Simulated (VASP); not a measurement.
Set up this calculation in VASP 6.6.1, as the native input.

- Task: single point
- Functional: PBE
- Potentials or basis: VASP PAW PBE potentials, release 64 (Pm, Sb)
- Cutoff: 520 eV
- k mesh: 4 × 4 × 4
- Occupations: gaussian, width 0.05 eV
- Spin: collinear spin, ferromagnetic start
- Starting moments: [4.0, 0.0] μB
- Hubbard terms: Pm f U = 6.0 eV
- Dipole correction: no
- Further INCAR settings: ALGO = Normal; EDIFF = 1e-06; NBANDS = 21

The structure of PmSb lies in POSCAR:

```
PmSb
1.0
    0.0000000000      3.4407766643      3.4407766643
    3.4407766643      0.0000000000      3.4407766643
    3.4407766643      3.4407766643      0.0000000000
Pm Sb
1 1
Direct
    0.0000000000      0.0000000000      0.0000000000
    0.2500000000      0.2500000000      0.2500000000
```

The input as run:

INCAR

```
PREC = Accurate
ENCUT = 520
EDIFF = 1E-6
ISMEAR = 0
SIGMA = 0.05
LREAL = F
LASPH = T
NELM = 150
ALGO = Normal
ISIF = 2
LWAVE = F
LCHARG = F
ISPIN = 2
MAGMOM = 4 0
LORBIT = 11
LMAXMIX = 6
LDAU = T
LDAUTYPE = 2
LDAUL = 3 -1
LDAUU = 6 0
LDAUJ = 0 0
LDAUPRINT = 1
GGA = PE
NBANDS = 21
```

KPOINTS

```
Automatic mesh
0
Gamma
  4 4 4
```

Potentials or basis: VASP PAW PBE potentials, release 64 (Pm, Sb).

Launch:

```bash
$ cat potpaw_PBE.64/Pm/POTCAR potpaw_PBE.64/Sb/POTCAR > POTCAR
$ mpirun -np 1 vasp_std > vasp.out
```

It gave:

- Pressure: 4.1 GPa
- Band gap on the k mesh: 0.60 eV, indirect (least direct gap 0.64 eV)
- Net moment: 4.00 μB per cell
- Site moments: Pm +4.00; Sb -0.05 μB
- Valence electrons inside the program's atomic spheres: Pm 12.21; Sb 2.62

Caveat: the magnetic or orbital state may not be the lowest; spin-orbit coupling is left out, which moves the levels of the heavy elements; the U is typed as a test and isn't derived for this compound.

Wall time 53 s on 1 thread of AMD EPYC 7R13 Processor (Zen 3), with other jobs on the host, peak memory 0.22 GiB.
